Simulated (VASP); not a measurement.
A run of VASP 6.6.1 is set up as follows.

File INCAR:

```
SYSTEM = Mg
  PREC = Accurate
  ENCUT = 600
  EDIFF = 1E-6
  ISMEAR = -1
  SIGMA = 0.1
  LREAL = .FALSE.
  LASPH = .TRUE.
  NELM = 80
  ALGO = Normal
  ISIF = 3
  LWAVE = .FALSE.
  LCHARG = .FALSE.
  IBRION = 2
  NSW = 80
  EDIFFG = -0.002
  PSTRESS = 580.0
```

The input KPOINTS:

```
regular mesh
0
G
  20 20 20
  0 0 0
```

File POSCAR:

```
Mg
1.0
   -1.4706008161      1.4706008161      1.4706008161
    1.4706008161     -1.4706008161      1.4706008161
    1.4706008161      1.4706008161     -1.4706008161
Mg
1
Direct
    0.0000000000      0.0000000000      0.0000000000
```

Potentials or basis: VASP PAW LDA potentials, release 64 (Mg).

Command:

```bash
$ cat potpaw_LDA.64/Mg/POTCAR > POTCAR
$ mpirun -np 1 vasp_std > vasp.out
```

**Question.** What does it give for the relaxed cell?

**Answer.** a = 2.549 Å, b = 2.549 Å, c = 2.549 Å, α = 109.47°, β = 109.47°, γ = 109.47°.

**Question.** Predict the space group after relaxing (to 0.05 Å).

**Answer.** Im-3m (No. 229).

**Question.** Estimate the relaxed volume.

**Answer.** 12.76 Å³/atom.

The path:
```tsv
step	energy change (eV)	largest force (eV/Å)	pressure (GPa)	volume (Å³)
1	0.0000	0.0000	58.62	12.72
2	-0.0326	0.0000	57.02	12.81
3	-0.0126	0.0000	58.00	12.76
```

Caveat: the cell is relaxed towards a set pressure, so the enthalpy falls and the energy may rise.
